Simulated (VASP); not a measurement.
# BiS (Pm-3m) in VASP: settings compared, part 2 of 2

VASP 6.6.1. The steps go on from the part before.

## (4) Single point, PBEsol-based screened hybrid

The input, POSCAR:

```
BiS
1.0
    4.0029443400      0.0000000000      0.0000000000
    0.0000000000      4.0029443400      0.0000000000
    0.0000000000      0.0000000000      4.0029443400
Bi S
1 1
Direct
    0.5000000000      0.5000000000      0.5000000000
    0.0000000000      0.0000000000      0.0000000000
```

The input, INCAR.step1:

```
PREC     = Accurate       # precision mode
ENCUT    = 520            # plane-wave cutoff, eV
EDIFF    = 1E-5           # SCF threshold, eV
ISMEAR   = -1             # smearing method
SIGMA    = 0.05           # smearing width, eV
LREAL    = F              # projectors in reciprocal space
LASPH    = T              # aspherical terms in the spheres
NELM     = 100            # most SCF steps
ALGO     = Normal         # electronic algorithm
ISIF     = 2              # what is computed and relaxed
LWAVE    = T              # write WAVECAR
LCHARG   = F              # write CHGCAR
NBANDS   = 18             # bands
GGA      = PE             # functional
```

The input, INCAR.step2:

```
PREC     = Accurate       # precision mode
ENCUT    = 520            # plane-wave cutoff, eV
EDIFF    = 1E-6           # SCF threshold, eV
ISMEAR   = -1             # smearing method
SIGMA    = 0.05           # smearing width, eV
LREAL    = F              # projectors in reciprocal space
LASPH    = T              # aspherical terms in the spheres
NELM     = 100            # most SCF steps
ALGO     = Normal         # electronic algorithm
ISIF     = 2              # what is computed and relaxed
LWAVE    = F              # write WAVECAR
LCHARG   = F              # write CHGCAR
GGA      = PS             # functional
LHFCALC  = T              # exact exchange
AEXX     = 0.25           # exact-exchange fraction
HFSCREEN = 0.207          # screening, 1/A
PRECFOCK = Normal       
NBANDS   = 18             # bands
ISTART   = 1
```

The input, KPOINTS:

```
regular mesh
0
Gamma
  4 4 4
```

On the command line:

```
> cat potpaw_PBE.64/Bi_d/POTCAR potpaw_PBE.64/S/POTCAR > POTCAR
> cp INCAR.step1 INCAR
> mpirun -np 1 vasp_std > vasp.out
> cp INCAR.step2 INCAR
> mpirun -np 1 vasp_std > vasp.out
```

It took 9.4 min on 1 thread of AMD EPYC 7R13 (Zen 3), shared host; peak memory 0.25 GiB.

The run converged. Its results:

```yaml
Free_energy: -8.8734 eV
Pressure: -14.6 GPa
```

Levels at points of the mesh, in eV from the Fermi level:
```csv
k point,band 8,band 9,band 10,band 11,band 12,band 13
"(0.00, 0.00, 0.00)",-2.50,-2.50,-2.50,3.20,3.20,3.20
"(0.50, 0.00, 0.00)",-2.11,-1.55,-1.50,-1.50,1.55,1.55
"(0.50, 0.50, 0.00)",-4.82,-4.82,-1.27,1.99,1.99,2.43
"(0.50, 0.50, 0.50)",-2.92,-2.92,-2.92,-1.70,-1.70,-1.70
```

Caveat: the k points lie up to 0.39 Å⁻¹ apart; the PAW data sets were made with another functional, which shifts forces and pressure a little; spin-orbit coupling is left out, which moves the levels of the heavy elements.

## (5) Single point, revPBE

This run uses another cell than the first one, of 23.70 Å³/atom, 0.739 times its volume.

The input, INCAR:

```
  ALGO = Normal
  EDIFF = 1E-6
  ENCUT = 500
  GGA = RE
  GGA_COMPAT = False
  ISIF = 2
  ISMEAR = -1
  LASPH = True
  LCHARG = True
  LELF = True
  LREAL = False
  LVHAR = True
  LWAVE = False
  NBANDS = 18
  NELM = 120
  PREC = Accurate
  SIGMA = 0.05
```

The input, KPOINTS:

```
k-points
0
Gamma
  7 7 7
```

The input, POSCAR:

```
BiS
1.0
    3.6192193968      0.0000000000      0.0000000000
    0.0000000000      3.6192193968      0.0000000000
    0.0000000000      0.0000000000      3.6192193968
Bi S
1 1
Direct
    0.5000000000      0.5000000000      0.5000000000
    0.0000000000      0.0000000000      0.0000000000
```

Potentials or basis: VASP PAW PBE potentials, release 64 (Bi_d, S).

On the command line:

```
> cat potpaw_PBE.64/Bi_d/POTCAR potpaw_PBE.64/S/POTCAR > POTCAR
> mpirun -np 1 vasp_std > vasp.out
```

OUTCAR:

```text
EDIFF = 1E-6
   ENCUT = 500
   GGA = RE
   ISIF = 2
   ISMEAR = -1
   LASPH = True
   LREAL = False
   NELM = 120
   PREC = Accurate

 ion  position               nearest neighbor table
   1  0.500  0.500  0.500-   2 3.13   2 3.13   2 3.13   2 3.13   2 3.13   2 3.13   2 3.13   2 3.13

   2  0.000  0.000  0.000-   1 3.13   1 3.13   1 3.13   1 3.13   1 3.13   1 3.13   1 3.13   1 3.13

  LATTYP: Found a simple cubic cell.
 ALAT       =     3.6192193968

[... 601 lines left out ...]

------------------------ aborting loop because EDIFF is reached ----------------------------------------

  FORCE on cell =-STRESS in cart. coord.  units (eV):
  Direction    XX          YY          ZZ          XY          YZ          ZX
  --------------------------------------------------------------------------------------
  -------------------------------------------------------------------------------------
  Total       -0.0327496     -0.0327496     -0.0327496      0.0000000      0.0000000      0.0000000
  in kB       -1.1068065     -1.1068065     -1.1068065      0.0000000      0.0000000      0.0000000
  external PRESSURE =      -1.1068065 kB  Pullay stress =       0.0000000 kB

 VOLUME and BASIS-vectors are now :
 -----------------------------------------------------------------------------
  energy-cutoff  :      500.00
  volume of cell :       47.41
      direct lattice vectors                 reciprocal lattice vectors
     3.619219397  0.000000000  0.000000000     0.276302675  0.000000000  0.000000000
     0.000000000  3.619219397  0.000000000     0.000000000  0.276302675  0.000000000
     0.000000000  0.000000000  3.619219397     0.000000000  0.000000000  0.276302675

 POSITION                                       TOTAL-FORCE (eV/Angst)
 -----------------------------------------------------------------------------------
      1.80961      1.80961      1.80961         0.000000      0.000000      0.000000
      0.00000      0.00000      0.00000         0.000000      0.000000      0.000000
 -----------------------------------------------------------------------------------
    total drift:                                0.000000      0.000000      0.000000

  FREE ENERGIE OF THE ION-ELECTRON SYSTEM (eV)
  ---------------------------------------------------
  free  energy   TOTEN  =        -7.2552860194 eV

  energy  without entropy=       -7.2416003282  energy(sigma->0) =       -7.24844317
```

OSZICAR:

```text
N       E                     dE             d eps       ncg     rms          rms(c)
DAV:   1     0.159245990126E+03    0.15925E+03   -0.10328E+04   730   0.123E+03
DAV:   2     0.484842548520E+01   -0.15440E+03   -0.14961E+03   786   0.330E+02
DAV:   3    -0.741858372251E+01   -0.12267E+02   -0.12166E+02   910   0.917E+01
DAV:   4    -0.773722193829E+01   -0.31864E+00   -0.31753E+00   908   0.154E+01
DAV:   5    -0.774588891569E+01   -0.86670E-02   -0.86664E-02   992   0.239E+00    0.624E+00
DAV:   6    -0.725537909554E+01    0.49051E+00   -0.16016E+00  1000   0.640E+00    0.415E+00
DAV:   7    -0.725795437815E+01   -0.25753E-02   -0.12388E-01   838   0.177E+00    0.204E+00
DAV:   8    -0.725557982611E+01    0.23746E-02   -0.13554E-02   836   0.892E-01    0.172E-01
DAV:   9    -0.725522223226E+01    0.35759E-03   -0.24396E-03  1068   0.252E-01    0.111E-01
DAV:  10    -0.725529302438E+01   -0.70792E-04   -0.23802E-04   818   0.836E-02    0.714E-02
DAV:  11    -0.725528631012E+01    0.67143E-05   -0.35713E-05   922   0.475E-02    0.127E-02
DAV:  12    -0.725528601938E+01    0.29074E-06   -0.10817E-06   768   0.656E-03
   1 F= -.72552860E+01 E0= -.72484432E+01  d E =-.136857E-01
```

stdout:

```text
POSCAR found type information on POSCAR BiS
 POSCAR found :  2 types and       2 ions
 scaLAPACK will be used
 -----------------------------------------------------------------------------
|                                                                             |
|                                                                             |
|     You enforced a specific xc type in the INCAR file but a different       |
|     I HOPE YOU KNOW WHAT YOU ARE DOING!                                     |
|                                                                             |
 -----------------------------------------------------------------------------

 LDA part: xc-table for (Slater+PW92), standard interpolation
 POSCAR, INCAR and KPOINTS ok, starting setup
 FFT: planning ... GRIDC
 FFT: planning ... GRID_SOFT
 FFT: planning ... GRID
 WAVECAR not read
 entering main loop
```

Wall time 20 s (1 thread of AMD EPYC 7R13, shared host); peak memory 0.13 GiB.

What came out:

```yaml
Free_energy: -7.2553 eV
Pressure: -0.1 GPa
```

Levels at points of the mesh, in eV from the Fermi level:
| k point | band 6 | band 7 | band 8 | band 9 | band 10 | band 11 | band 12 | band 13 | band 14 | band 15 |
| --- | --- | --- | --- | --- | --- | --- | --- | --- | --- | --- |
| (0.00, 0.00, 0.00) | -15.16 | -9.52 | -3.19 | -3.19 | -3.19 | 3.74 | 3.74 | 4.08 | 4.08 | 4.08 |

Caveat: the PAW data sets were made with another functional, which shifts forces and pressure a little; spin-orbit coupling is left out, which moves the levels of the heavy elements.

## (6) Overview

```tsv
level	cell	k mesh	cutoff (eV)	grid for exact exchange (PRECFOCK)	screening parameter	share of exact exchange	gap on the mesh (eV)	pressure (GPa)
HSE06	a = 4.003 Å, 2 atoms	4 × 4 × 4	520	Normal	0.2079 1/Å	-	none	-13.3
PBE-based screened hybrid	a = 4.003 Å, 2 atoms	4 × 4 × 4	520	Normal	0.3 1/Å	0.25	none	-13.0
PBEsol-based screened hybrid	a = 4.003 Å, 2 atoms	4 × 4 × 4	520	Normal	0.207 1/Å	0.25	none	-14.6
revPBE	a = 3.619 Å, 2 atoms	7 × 7 × 7	500	-	-	-	none	-0.1
```

Alike in all rows: task single point; potentials or basis VASP PAW PBE potentials, release 64 (Bi_d, S); no spin polarisation; smearing fermi-dirac 0.05 eV.

Caveats: some runs use coarse meshes; the PAW data sets were made with another functional, which shifts forces and pressure a little; spin-orbit coupling is left out, which moves the levels of the heavy elements.

Absolute energies hang on the potentials; compare differences alone.
